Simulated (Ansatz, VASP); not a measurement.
# Two plane-wave programs on NbC2

```
CELL_PARAMETERS angstrom
3.21082 0.00000 0.00000
-1.60541 2.78065 0.00000
0.00000 0.00000 3.06633
ATOMIC_POSITIONS crystal
Nb 0.00000 0.00000 0.00000
C 0.33333 0.66667 0.50000
C 0.66667 0.33333 0.50000
```

Change from the starting cell: species swapped into the YHg2 type (P6/mmm, No. 191).

Alike in both runs: functional PBE; k mesh 6 × 6 × 6; occupations gaussian, width 0.1 eV; no spin polarisation.

Ansatz relaxed the structure, and its values are those at the end. VASP's run is a single point on that final structure, the one shown.

```csv
,VASP,Ansatz
version,VASP 6.6.1,Ansatz 0.2.0
potentials or method,"VASP PAW PBE potentials, release 64 (Nb_sv, C), cutoff 520 eV","scalar-relativistic, plane waves, PAW"
valence electrons in the cell,21,21
```

|  | VASP | Ansatz | Ansatz less VASP |
| --- | --- | --- | --- |
| gap on the k mesh at the Fermi level (eV) | none | none | - |
| pressure (GPa) | -0.3 | 0.0 | +0.28 |

A gap of «none» marks a metal or a gap that the smearing closes.

The k mesh is coarse, so the values compare programs but aren't converged.
